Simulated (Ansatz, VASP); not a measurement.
Two plane-wave programs on AlNi

The input INCAR:

```
  PREC = Accurate
  ENCUT = 600
  EDIFF = 1E-6
  ISMEAR = 0
  SIGMA = 0.15
  LREAL = False
  LASPH = True
  NELM = 120
  ALGO = Normal
  ISIF = 2
  LWAVE = False
  LCHARG = False
  GGA = PS
  NBANDS = 14
  GGA_COMPAT = False
```

File KPOINTS:

```
regular mesh
0
Gamma
  20 20 20
```

Contents of POSCAR:

```
AlNi
1.0
    2.8621655520      0.0000000000      0.0000000000
    0.0000000000      2.8621655520      0.0000000000
    0.0000000000      0.0000000000      3.0052738296
Al Ni
1 1
Direct
    0.0000000000      0.0000000000      0.0000000000
    0.5000000000      0.5000000000      0.5000000000
```

Input for Ansatz:

```yaml
crystal:
  lattice:
    - [2.862165552, 0.0, 0.0]
    - [0.0, 2.862165552, 0.0]
    - [0.0, 0.0, 3.0052738296]
  atoms:
    - { symbol: Al, position: [0.0, 0.0, 0.0] }
    - { symbol: Ni, position: [0.5, 0.5, 0.5] }
basis:
  ecutwfc: 420
kpoints:
  mp_grid: { grid: [20, 20, 20] }
hamiltonian:
  xc: pbesol
scf:
  occupations: { method: gaussian, width: 0.15 }
output:
  forces: true
  stress: true
  eigenvalues: true
```

Change from the starting cell: strain +0.000 along x and y, +0.050 along z, atoms carried along.

Alike in both runs: task single point; functional PBEsol; k mesh 20 × 20 × 20; occupations gaussian, width 0.15 eV; no spin polarisation.

|  | VASP | Ansatz |
| --- | --- | --- |
| version | VASP 6.6.1 | Ansatz 0.2.0 |
| potentials or method | VASP PAW PBE potentials, release 64 (Al, Ni), cutoff 600 eV | scalar-relativistic, plane waves, PAW |
| valence electrons in the cell | 13 | 21 |

|  | VASP | Ansatz | Ansatz less VASP |
| --- | --- | --- | --- |
| gap on the k mesh at the Fermi level (eV) | none | none | - |
| pressure (GPa) | -7.4 | -7.5 | -0.05 |
| traceless stress, the component that is largest in VASP (GPa) | -1.84 | -1.79 | +0.050 |

VASP's potentials were made for PBE, not for PBEsol. A gap of «none» marks a metal or a gap that the smearing closes. The functional is the same, so the differences come from potentials, cutoffs and numerics. VASP's potentials hold 13 valence electrons a cell and Ansatz's 21, so a difference there can come from the potentials and not from the codes.
